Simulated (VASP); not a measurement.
# Mg2CdO3 (C2/m) in VASP: single point with PBE

Aim: the single point of Mg2CdO3 with PBE.

Program: VASP 6.6.1. These are calculated values, not measurements. Logs are shortened: lines on timing, memory, paths and dates and some standing lists are left out, and cuts for length are marked.

## 1. The cell of the first run

The structure is monoclinic, space group C2/m (No. 12). Conventional cell: a = 5.451 Å, b = 9.423 Å, c = 5.461 Å, α = 90.00°, β = 109.53°, γ = 90.00°. Within 2.8 Å of Mg (site symmetry 2/m) lie 6 O at 2.11 to 2.29 Å. Mg (site symmetry 2) has 6 O at 2.12 to 2.24 Å within 2.8 Å. Within 2.9 Å of Mg (site symmetry 2/m) lie 6 O at 2.17 to 2.23 Å. Cd (site symmetry 2) has 6 O at 2.31 to 2.34 Å and 9 Mg at 3.13 to 3.15 Å and 3 Cd at 3.14 to 3.16 Å within 3.2 Å. O (site symmetry 1) has 4 Mg at 2.11 to 2.24 Å and 2 Cd at 2.33 to 2.34 Å within 2.8 Å. O (site symmetry m) has 4 Mg at 2.13 to 2.29 Å and 2 Cd at 2.31 Å within 2.8 Å.

## 2. Single point, PBE

Input file INCAR:

```
  ALGO = Normal
  EDIFF = 1E-6
  ENCUT = 840
  GGA = PE
  GGA_COMPAT = False
  ISIF = 2
  ISMEAR = 0
  LASPH = True
  LCHARG = False
  LREAL = False
  LWAVE = False
  NBANDS = 70
  NELM = 120
  PREC = Accurate
  SIGMA = 0.1
```

Input file KPOINTS:

```
k-points
0
Gamma
  4 4 4
```

Input file POSCAR:

```
Mg2CdO3
1.0
    2.7257229842     -4.7114633284     -0.0011944152
    2.7257229842      4.7114633284     -0.0011944152
   -1.8235916602      0.0000000000      5.1470027625
Mg Cd O
4 2 6
Direct
    0.0000000000      0.0000000000      0.5000000000
    0.3346770210      0.6653229790      0.5000000000
    0.6653229790      0.3346770210      0.5000000000
    0.5000000000      0.5000000000      0.0000000000
    0.8325248809      0.1674751191      1.0000000000
    0.1674751191      0.8325248809      0.0000000000
    0.4084150101      0.0926716329      0.7250845410
    0.9073283671      0.5915849899      0.2749154590
    0.0926716329      0.4084150101      0.7250845410
    0.5915849899      0.9073283671      0.2749154590
    0.7241792763      0.7241792763      0.7384110771
    0.2758207237      0.2758207237      0.2615889229
```

Potentials or basis: VASP PAW PBE potentials, release 64 (Mg_sv, Cd_sv_GW, O).

On the command line:

```sh
cat potpaw_PBE.64/Mg_sv/POTCAR potpaw_PBE.64/Cd_sv_GW/POTCAR potpaw_PBE.64/O/POTCAR > POTCAR
mpirun -np 1 vasp_std > vasp.out
```

OUTCAR:

```text
EDIFF = 1E-6
   ENCUT = 840
   GGA = PE
   ISIF = 2
   ISMEAR = 0
   LASPH = True
   LREAL = False
   NELM = 120
   PREC = Accurate

 ion  position               nearest neighbor table
   1  0.000  0.000  0.500-   7 2.11   8 2.11   9 2.11  10 2.11
   2  0.335  0.665  0.500-   9 2.12  10 2.12
   3  0.665  0.335  0.500-   7 2.12   8 2.12
   4  0.500  0.500  0.000-
   5  0.833  0.167  0.000-  11 2.31  12 2.31
   6  0.167  0.833  0.000-  11 2.31  12 2.31
   7  0.408  0.093  0.725-   1 2.11   3 2.12
   8  0.907  0.592  0.275-   1 2.11   3 2.12
   9  0.093  0.408  0.725-   1 2.11   2 2.12
  10  0.592  0.907  0.275-   1 2.11   2 2.12
  11  0.724  0.724  0.738-   5 2.31   6 2.31
  12  0.276  0.276  0.262-   5 2.31   6 2.31

  LATTYP: Found a base centered monoclinic cell.
 ALAT       =     5.4514464918
 B/A-ratio  =     1.7285185998
 C/A-ratio  =     1.0016618238
 COS(beta)  =    -0.3343732180

  Lattice vectors:

 A1 = (   2.7257229842,  -4.7114633284,  -0.0011944152)
 A2 = (   2.7257229842,   4.7114633284,  -0.0011944152)
 A3 = (  -1.8235916602,   0.0000000000,   5.1470027625)

Analysis of symmetry for initial positions (statically):
=====================================================================
 Subroutine PRICEL returns:
 Original cell was already a primitive cell.

 Routine SETGRP: Setting up the symmetry group for a
 base centered monoclinic supercell.

 Subroutine GETGRP returns: Found  4 space group operations
 (whereof  4 operations were pure point group operations)
 out of a pool of  4 trial point group operations.

The static configuration has the point symmetry C_2h.

Analysis of symmetry for dynamics (positions and initial velocities):
=====================================================================
 Subroutine PRICEL returns:
 Original cell was already a primitive cell.

 Routine SETGRP: Setting up the symmetry group for a
 base centered monoclinic supercell.

 Subroutine GETGRP returns: Found  4 space group operations
 (whereof  4 operations were pure point group operations)
 out of a pool of  4 trial point group operations.

The dynamic configuration has the point symmetry C_2h.

 Subroutine INISYM returns: Found  4 space group operations
 (whereof  4 operations are pure point group operations),
 and found     1 'primitive' translations

----------------------------------------------------------------------------------------

                                     Primitive cell

  volume of cell :     132.1766

  direct lattice vectors                    reciprocal lattice vectors
     2.725722984 -4.711463328 -0.001194415     0.183466054 -0.106124141  0.065002329
     2.725722984  4.711463328 -0.001194415     0.183466054  0.106124141  0.065002329
    -1.823591660  0.000000000  5.147002762     0.000085150  0.000000000  0.194317999

  length of vectors
     5.443110683  5.443110683  5.460505836     0.221692194  0.221692194  0.194318018

  position of ions in fractional coordinates (direct lattice)
     0.000000000  0.000000000  0.500000000
     0.334677021  0.665322979  0.500000000
     0.665322979  0.334677021  0.500000000
     0.500000000  0.500000000  1.000000000
     0.832524881  0.167475119  1.000000000
     0.167475119  0.832524881  1.000000000
     0.408415010  0.092671633  0.725084541
     0.907328367  0.591584990  0.274915459
     0.092671633  0.408415010  0.725084541
     0.591584990  0.907328367  0.274915459
     0.724179276  0.724179276  0.738411077
     0.275820724  0.275820724  0.261588923

  ion indices of the primitive-cell ions
   primitive index   ion index
                 1           1
                 2           2
                 3           3
                 4           4
                 5           5
                 6           6
                 7           7
                 8           8
                 9           9
                10          10
                11          11
                12          12

----------------------------------------------------------------------------------------

 KPOINTS: k-points

Automatic generation of k-mesh.
 Grid dimensions read from file:
 generate k-points for:    4    4    4

 Generating k-lattice:

  Cartesian coordinates                     Fractional coordinates (reciprocal lattice)
     0.045866513 -0.026531035  0.016250582     0.250000000 -0.000000000  0.000000000
     0.045866513  0.026531035  0.016250582    -0.000000000  0.250000000  0.000000000
     0.000021288  0.000000000  0.048579500    -0.000000000 -0.000000000  0.250000000

  Length of vectors
     0.055423049  0.055423049  0.048579505

  Shift w.r.t. Gamma in fractional coordinates (k-lattice)
     0.000000000  0.000000000  0.000000000

 Subroutine IBZKPT returns following result:
 ===========================================

 Found     24 irreducible k-points:

 Following reciprocal coordinates:
            Coordinates               Weight
  0.000000  0.000000  0.000000      1.000000
  0.250000  0.000000  0.000000      4.000000
  0.500000  0.000000  0.000000      2.000000
  0.250000  0.250000  0.000000      2.000000
  0.500000  0.250000  0.000000      4.000000
 -0.250000  0.250000  0.000000      2.000000
[... 16 lines left out ...]
 -0.250000  0.250000  0.500000      2.000000
  0.500000  0.500000  0.500000      1.000000
   k-points           NKPTS =     24   k-points in BZ     NKDIM =     24   number of bands    NBANDS=     70
   number of dos      NEDOS =    301   number of ions     NIONS =     12
   total plane-waves  NPLWV = 157464
   dimension x,y,z NGX =    54 NGY =   54 NGZ =   54
   dimension x,y,z NGXF=   108 NGYF=  108 NGZF=  108
   ions per type =               4   2   6
   NGX,Y,Z   is equivalent  to a cutoff of  16.49, 16.49, 16.44 a.u.
   NGXF,Y,Z  is equivalent  to a cutoff of  32.99, 32.99, 32.88 a.u.
 SYSTEM =  unknown system
   PREC   = accura    normal or accurate (medium, high low for compatibility)
   ISTART =      0    job   : 0-new  1-cont  2-samecut
   ICHARG =      2    charge: 1-file 2-atom 10-const
   ISPIN  =      1    spin polarized calculation?
   LNONCOLLINEAR =      F non collinear calculations
   LSORBIT =      F    spin-orbit coupling
   LASPH  =      T    aspherical Exc in radial PAW
   ENCUT  =  840.0 eV  61.74 Ry    7.86 a.u.  12.86 12.86 12.90*2*pi/ulx,y,z
   NELM   =    120;   NELMIN=  2; NELMDL= -5     # of ELM steps
   EDIFF  = 0.1E-05   stopping-criterion for ELM
   LREAL  =      F    real-space projection
   EDIFFG = 0.1E-04   stopping-criterion for IOM
   NSW    =      0    number of steps for IOM
   IBRION =     -1    ionic relax: 0-MD 1-quasi-New 2-CG
   NFREE  =      0    steps in history (QN), initial steepest desc. (CG)
   ISIF   =      2    stress and relaxation
   ISYM   =      2    0-nonsym 1-usesym 2-fastsym
   POTIM  = 0.5000    time-step for ionic-motion
   TEBEG  =    0.0;   TEEND  =   0.0 temperature during run
   PSTRESS=    0.0 pullay stress
   NELECT =     116.0000    total number of electrons
   NUPDOWN=      -1.0000    fix difference up-down
   EMIN   =  10.00;   EMAX   =-10.00  energy-range for DOS
   EFERMI =   0.00;   METHOD = LEGACY
   ISMEAR =     0;   SIGMA  =   0.10  broadening in eV -4-tet -1-fermi 0-gaus
   EFERMI_NEDOS =   21; number of points for ismear=-14 and -15
   IALGO  =     38    algorithm
   IMIX   =      4    mixing-type and parameters
     AMIX     =   0.40;   BMIX     =  1.00
     AMIX_MAG =   1.60;   BMIX_MAG =  1.00
  volume/ion in A,a.u.               =      11.01        74.33
  Fermi-wavevector in a.u.,A,eV,Ry     =   1.567386  2.961930 33.425422  2.456699
  Thomas-Fermi vector in A             =   2.669574
   LORBIT       =      0    0 simple, 1 ext, 2 COOP (PROOUT), +10 PAW based schemes
   GGA     = PE    functional components
   LHFCALC =     F    Hartree Fock is set to
   AEXX    =    0.0000 exact exchange contribution
   IVDW    =     0    specifies the selected vdW correction
   LEPSILON=     F    determine dielectric tensor
   LRPA    =     F    only Hartree local field effects (RPA)
 non-spin polarized calculation
 Gauss-broadening in eV      SIGMA  =   0.10
  energy-cutoff  :      840.00
  volume of cell :      132.18
 maximum number of plane-waves:      7327
 NGX is ok and might be reduce to    54
   NGX = 25   NGY = 25   NGZ = 25

 number of electron     116.0000008 magnetization

 Free energy of the ion-electron system (eV)
  ---------------------------------------------------
  ext. energy  EPLUGINS =         0.00000000
  ---------------------------------------------------
  free energy    TOTEN  =       -62.46758048 eV

  energy without entropy =      -62.46758048  energy(sigma->0) =      -62.46758048

 E-fermi :   4.2187     XC(G=0): -11.3791

 val. band max:        3.5906568309   @ k =   0.5000   0.5000   0.0000
 cond. band min:       5.4777567407   @ k =   0.0000   0.0000   0.0000
 fundamental gap:      1.8870999098
 Fermi energy:         4.2186770409

 k-point     1 :       0.0000    0.0000    0.0000
  band No.  band energies     occupation
      1     -96.6200      2.00000
      2     -96.6187      2.00000
      3     -69.6568      2.00000
      4     -69.3884      2.00000
      5     -69.3308      2.00000
      6     -69.3288      2.00000
[... 62 lines left out ...]
     69      14.3200      0.00000
     70      14.9513      0.00000

 k-point     2 :       0.2500    0.0000    0.0000
  band No.  band energies     occupation
      1     -96.6198      2.00000
      2     -96.6189      2.00000
      3     -69.6568      2.00000
      4     -69.3884      2.00000
      5     -69.3306      2.00000
      6     -69.3291      2.00000
[... 62 lines left out ...]
     69      14.2925      0.00000
     70      14.8466      0.00000

 k-point     3 :       0.5000    0.0000    0.0000
  band No.  band energies     occupation
      1     -96.6196      2.00000
      2     -96.6191      2.00000
      3     -69.6568      2.00000
      4     -69.3884      2.00000
      5     -69.3303      2.00000
      6     -69.3295      2.00000
[... 1522 lines left out ...]
     69      14.4086      0.00000
     70      14.6845      0.00000

 k-point    24 :       0.5000    0.5000    0.5000
  band No.  band energies     occupation
      1     -96.6196      2.00000
      2     -96.6191      2.00000
      3     -69.6568      2.00000
      4     -69.3884      2.00000
      5     -69.3302      2.00000
      6     -69.3296      2.00000
[... 62 lines left out ...]
     69      14.3214      0.00000
     70      14.5260      0.00000

------------------------ aborting loop because EDIFF is reached ----------------------------------------

  FORCE on cell =-STRESS in cart. coord.  units (eV):
  Direction    XX          YY          ZZ          XY          YZ          ZX
  --------------------------------------------------------------------------------------
  -------------------------------------------------------------------------------------
  Total       -0.0872673     -0.0929201     -0.1018416      0.0000000      0.0000000      0.0007887
  in kB       -1.0578096     -1.1263304     -1.2344723      0.0000000      0.0000000      0.0095603
  external PRESSURE =      -1.1395374 kB  Pullay stress =       0.0000000 kB

 VOLUME and BASIS-vectors are now :
 -----------------------------------------------------------------------------
  energy-cutoff  :      840.00
  volume of cell :      132.18
      direct lattice vectors                 reciprocal lattice vectors
     2.725722984 -4.711463328 -0.001194415     0.183466054 -0.106124141  0.065002329
     2.725722984  4.711463328 -0.001194415     0.183466054  0.106124141  0.065002329
    -1.823591660  0.000000000  5.147002762     0.000085150  0.000000000  0.194317999

 POSITION                                       TOTAL-FORCE (eV/Angst)
 -----------------------------------------------------------------------------------
     -0.91180      0.00000      2.57350        -0.000000      0.000000      0.000000
      1.81393      1.55783      2.57231        -0.000000      0.010158     -0.000000
      1.81393     -1.55783      2.57231        -0.000000     -0.010158      0.000000
      2.72572      0.00000     -0.00119        -0.000000      0.000000      0.000000
      2.72572     -3.13336     -0.00119        -0.000000      0.001241     -0.000000
      2.72572      3.13336     -0.00119        -0.000000     -0.001241     -0.000000
      0.04357     -1.48761      3.73141        -0.005636     -0.008835      0.012904
      3.58429     -1.48761      1.41320         0.005636     -0.008835     -0.012904
      0.04357      1.48761      3.73141        -0.005636      0.008835      0.012904
      3.58429      1.48761      1.41320         0.005636      0.008835     -0.012904
      2.60126      0.00000      3.79887         0.013017      0.000000      0.008896
      1.02659      0.00000      1.34574        -0.013017      0.000000     -0.008896
 -----------------------------------------------------------------------------------
    total drift:                                0.000000     -0.000000     -0.000000

  FREE ENERGIE OF THE ION-ELECTRON SYSTEM (eV)
  ---------------------------------------------------
  free  energy   TOTEN  =       -62.4675804823 eV

  energy  without entropy=      -62.4675804823  energy(sigma->0) =      -62.46758048
```

Wall time 14 min (1 thread of Intel Xeon Platinum 8259CL at 2.50GHz (Skylake/Cascade Lake), shared host); peak memory 0.66 GiB.

What came out:

```yaml
Free_energy: -62.4676 eV
Pressure: -0.1 GPa
Largest_force: 0.017 eV/Å
Band_gap_on_the_k_mesh: 1.89 eV (least direct gap 2.31 eV)
```

Forces on the atoms (eV/Å):
```
Mg   0.000  0.000  0.000
Mg   0.000  0.010  0.000
Mg   0.000 -0.010  0.000
Mg   0.000  0.000  0.000
Cd   0.000  0.001  0.000
Cd   0.000 -0.001  0.000
O   -0.006 -0.009  0.013
O    0.006 -0.009 -0.013
O   -0.006  0.009  0.013
O    0.006  0.009 -0.013
O    0.013  0.000  0.009
O   -0.013  0.000 -0.009
```

A k mesh can miss the band edges.
